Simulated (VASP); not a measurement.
# Hf4F in VASP: a series of runs, part 2 of 2

VASP 6.6.1. Earlier steps stand in the parts before.

## 4. Single point, PBE

The input, INCAR:

```
PREC     = Accurate       # precision mode
ENCUT    = 520            # plane-wave cutoff, eV
EDIFF    = 1E-6           # SCF threshold, eV
ISMEAR   = 0              # smearing method
SIGMA    = 0.1            # smearing width, eV
LREAL    = F              # projectors in reciprocal space
LASPH    = T              # aspherical terms in the spheres
NELM     = 100            # most SCF steps
ALGO     = Normal         # electronic algorithm
ISIF     = 2              # what is computed and relaxed
LWAVE    = F              # write WAVECAR
LCHARG   = T              # write CHGCAR
LDIPOL   = T            
IDIPOL   = 3            
DIPOL    = 0.5 0.5 0.362
GGA      = PE             # functional
LELF     = T              # ELF
LVHAR    = T            
LVACPOTAV= T            
NBANDS   = 32             # bands
```

The input, KPOINTS:

```
regular mesh
0
Gamma
  9 9 1
```

The input, POSCAR:

```
Hf4F
1.0
    3.2048170381      0.0000000000      0.0000000000
   -1.6024085190      2.7754529695      0.0000000000
    0.0000000000      0.0000000000     24.5281466259
Hf F
4 1
Direct
    0.6666666667      0.3333333333      0.1630779553
    0.3333333333      0.6666666667      0.2663815885
    0.6666666667      0.3333333333      0.3732987945
    0.3333333333      0.6666666667      0.4699966451
    1.0000000000      0.0000000000      0.5397124711
```

Potentials or basis: VASP PAW PBE potentials, release 64 (Hf_pv, F).

Run with:

```bash
cat potpaw_PBE.64/Hf_pv/POTCAR potpaw_PBE.64/F/POTCAR > POTCAR
mpirun -np 1 vasp_std > vasp.out
```

OUTCAR:

```text
PREC = Accurate
   ENCUT = 520
   EDIFF = 1E-6
   ISMEAR = 0
   LREAL = F
   LASPH = T
   NELM = 100
   ISIF = 2
   GGA = PE

 ion  position               nearest neighbor table
   1  0.667  0.333  0.163-   2 3.14   2 3.14   2 3.14
   2  0.333  0.667  0.266-   1 3.14   1 3.14   1 3.14   3 3.21   3 3.21   3 3.21
   3  0.667  0.333  0.373-   4 3.01   4 3.01   4 3.01   2 3.21   2 3.21   2 3.21
   4  0.333  0.667  0.470-   5 2.52   5 2.52   5 2.52   3 3.01   3 3.01   3 3.01
   5  0.000  0.000  0.540-   4 2.52   4 2.52   4 2.52

  LATTYP: Found a hexagonal cell.
 ALAT       =     3.2048170381
[... 612 lines left out ...]
  -------------------------------------------------------------------------------------
  Total       -2.2331415     -2.2331415     -5.9521842     -0.0000000      0.0000000     -0.0000000
  in kB      -16.3992876    -16.3992876    -43.7104318     -0.0000000      0.0000000     -0.0000000
  external PRESSURE =     -25.5030024 kB  Pullay stress =       0.0000000 kB

 VOLUME and BASIS-vectors are now :
 -----------------------------------------------------------------------------
  energy-cutoff  :      520.00
  volume of cell :      218.17
      direct lattice vectors                 reciprocal lattice vectors
     3.204817038  0.000000000  0.000000000     0.312030293  0.180150774  0.000000000
    -1.602408519  2.775452969  0.000000000     0.000000000  0.360301548  0.000000000
     0.000000000  0.000000000 24.528146626     0.000000000  0.000000000  0.040769489

 POSITION                                       TOTAL-FORCE (eV/Angst)
 -----------------------------------------------------------------------------------
      1.60241      0.92515      4.00000        -0.000000      0.000000      0.711759
     -0.00000      1.85030      6.53385         0.000000      0.000000     -0.766405
      1.60241      0.92515      9.15633         0.000000     -0.000000     -0.165630
     -0.00000      1.85030     11.52815        -0.000000     -0.000000      3.004913
      0.00000      0.00000     13.23815         0.000000     -0.000000     -2.784636
 -----------------------------------------------------------------------------------
    total drift:                               -0.000000      0.000000     -0.000575

  FREE ENERGIE OF THE ION-ELECTRON SYSTEM (eV)
  ---------------------------------------------------
  free  energy   TOTEN  =       -44.2847311160 eV

  energy  without entropy=      -44.2511520500  energy(sigma->0) =      -44.26794158

 vacuum level on the upper side and lower side of the slab         5.700         3.477
```

OSZICAR:

```text
N       E                     dE             d eps       ncg     rms          rms(c)
DAV:   1     0.212649541030E+03    0.21265E+03   -0.25683E+04   984   0.125E+03
DAV:   2    -0.302028985890E+02   -0.24285E+03   -0.23177E+03   928   0.304E+02
DAV:   3    -0.472710542707E+02   -0.17068E+02   -0.16467E+02   968   0.594E+01
[... 42 lines left out ...]
DAV:  46    -0.442847487071E+02    0.11348E-04   -0.94156E-06   944   0.160E-02    0.108E-01
DAV:  47    -0.442847415093E+02    0.71978E-05   -0.51891E-06   816   0.127E-02    0.901E-02
DAV:  48    -0.442847358651E+02    0.56443E-05   -0.72433E-06   760   0.117E-02    0.774E-02
DAV:  49    -0.442847320485E+02    0.38166E-05   -0.34855E-06   720   0.819E-03    0.579E-02
DAV:  50    -0.442847311160E+02    0.93247E-06   -0.10843E-06   672   0.469E-03
   1 F= -.44284731E+02 E0= -.44267942E+02  d E =-.335791E-01
```

stdout:

```text
POSCAR found type information on POSCAR HfF
 POSCAR found :  2 types and       5 ions
 scaLAPACK will be used
 LDA part: xc-table for (Slater+PW92), standard interpolation
 POSCAR, INCAR and KPOINTS ok, starting setup
 FFT: planning ... GRIDC
 FFT: planning ... GRID_SOFT
 FFT: planning ... GRID
 WAVECAR not read
 entering main loop
 -----------------------------------------------------------------------------
|                                                                             |
|           W    W    AA    RRRRR   N    N  II  N    N   GGGG   !!!           |
|           W    W   A  A   R    R  NN   N  II  NN   N  G    G  !!!           |
|           W    W  A    A  R    R  N N  N  II  N N  N  G       !!!           |
|           W WW W  AAAAAA  RRRRR   N  N N  II  N  N N  G  GGG   !            |
|           WW  WW  A    A  R   R   N   NN  II  N   NN  G    G                |
|           W    W  A    A  R    R  N    N  II  N    N   GGGG   !!!           |
|                                                                             |
|     Did not find any points to average over, which means that no vacuum     |
|     field-free region was found. Please increase the size of  your cell     |
|     in the dimension of the dipole correction to obtain accurate            |
|     workfunction values.                                                    |
|                                                                             |
 -----------------------------------------------------------------------------
```

Run time: 8.3 min. Hardware: 1 thread of AMD EPYC 7R13, shared host; peak memory 0.32 GiB.

What came out:

| Property | Result |
| --- | --- |
| Free energy | -44.2847 eV |
| Largest force | 3.005 eV/Å |
| Band gap on the k mesh | zero (an odd number of electrons rules out a gap without spin polarisation) |

Forces on the atoms (eV/Å):
```
Hf   0.000  0.000  0.712
Hf   0.000  0.000 -0.766
Hf   0.000  0.000 -0.166
Hf   0.000  0.000  3.005
F    0.000  0.000 -2.785
```

Levels at points of the mesh, in eV from the Fermi level:
| k point | band 19 | band 20 | band 21 | band 22 | band 23 | band 24 | band 25 | band 26 | band 27 | band 28 |
| --- | --- | --- | --- | --- | --- | --- | --- | --- | --- | --- |
| (0.00, 0.00, 0.00) | -4.09 | -2.96 | -0.13 | 0.26 | 0.69 | 1.00 | 1.00 | 1.17 | 1.17 | 1.33 |

Caveat: spin-orbit coupling is left out, which moves the levels of the heavy elements; an odd number of electrons without spin polarisation forces a metal; a magnetic or distorted state may lie lower.

## 5. Single point, PBE

The input, INCAR:

```
SYSTEM = Hf4F
PREC = Accurate
ENCUT = 520
EDIFF = 1E-7
ISMEAR = 0
SIGMA = 0.1
LREAL = .FALSE.
LASPH = .TRUE.
NELM = 100
ALGO = Normal
ISIF = 2
LWAVE = .FALSE.
LCHARG = .FALSE.
LDIPOL = .TRUE.
IDIPOL = 3
DIPOL = 0.5 0.5 0.356
GGA = PE
NBANDS = 32
```

The input, KPOINTS:

```
Automatic mesh
0
G
  9 9 1
  0 0 0
```

POSCAR, as its differences from that of step 4:

```diff
@@ -12,2 +12,2 @@
     0.3333333333      0.6666666667      0.4699966451
-    1.0000000000      0.0000000000      0.5397124711
+    0.6666666667      0.3333333333      0.5087276595
```

Run with:

```bash
cat potpaw_PBE.64/Hf_pv/POTCAR potpaw_PBE.64/F/POTCAR > POTCAR
mpirun -np 1 vasp_std > vasp.out
```

Run time: 5.4 min. Hardware: 1 thread of AMD EPYC 7R13, shared host; peak memory 0.32 GiB.

The run converged. Its results:

```
Free energy            : -43.5858 eV
Largest force          : 4.652 eV/Å
Band gap on the k mesh : zero (an odd number of electrons rules out a gap without spin polarisation)
```

Forces in eV/Å, atoms in the order of the input:
```
Hf   0.000  0.000  0.748
Hf   0.000  0.000 -0.747
Hf   0.000  0.000 -1.039
Hf   0.000  0.000 -3.614
F    0.000  0.000  4.652
```

Levels at points of the mesh, in eV from the Fermi level:
```tsv
k point	band 19	band 20	band 21	band 22	band 23	band 24	band 25	band 26	band 27	band 28
(0.00, 0.00, 0.00)	-4.18	-2.45	-0.10	0.26	0.77	0.87	1.01	1.01	1.23	1.23
```

Caveat: spin-orbit coupling is left out, which moves the levels of the heavy elements; an odd number of electrons without spin polarisation forces a metal; a magnetic or distorted state may lie lower.

## 6. Summary

```tsv
cell	gap on the mesh (eV)	largest force (eV/Å)
as given, atomic positions A	none	8.08
as given, atomic positions B	none	3.79
as given, atomic positions C	none	3.00
as given, atomic positions D	none	4.65
```

Alike in all rows: task single point; level PBE; potentials or basis VASP PAW PBE potentials, release 64 (Hf_pv, F); no spin polarisation; k mesh 9 × 9 × 1; cutoff (eV) 520; smearing gaussian 0.1 eV.

Caveats: spin-orbit coupling is left out, which moves the levels of the heavy elements; an odd number of electrons without spin polarisation forces a metal; a magnetic or distorted state may lie lower.

Absolute energies hang on the potentials; compare differences alone.
